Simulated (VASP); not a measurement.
Here is a VASP 6.6.1 calculation.

File INCAR:

```
PREC = Accurate
ENCUT = 520
EDIFF = 1E-6
ISMEAR = -1
SIGMA = 0.1
LREAL = False
LASPH = True
NELM = 80
ALGO = Normal
ISIF = 2
LWAVE = False
LCHARG = True
GGA = CA
LELF = True
LVHAR = True
NBANDS = 18
```

The input KPOINTS:

```
regular mesh
0
Gamma
  7 7 7
```

File POSCAR:

```
RbGe
1.0
    0.0000000000      3.6403546854      3.6403546854
    3.6403546854      0.0000000000      3.6403546854
    3.6403546854      3.6403546854      0.0000000000
Rb Ge
1 1
Direct
    0.0000000000      0.0000000000      0.0000000000
    0.5000000000      0.5000000000      0.5000000000
```

Potentials or basis: VASP PAW LDA potentials, release 64 (Rb_sv, Ge_d).

Command:

```bash
$ cat potpaw_LDA.64/Rb_sv/POTCAR potpaw_LDA.64/Ge_d/POTCAR > POTCAR
$ mpirun -np 1 vasp_std > vasp.out
```

Q: Predict the pressure.

A: -1.7 GPa.

Q: What does it give for the band gap on the k mesh?

A: Zero (an odd number of electrons rules out a gap without spin polarisation).
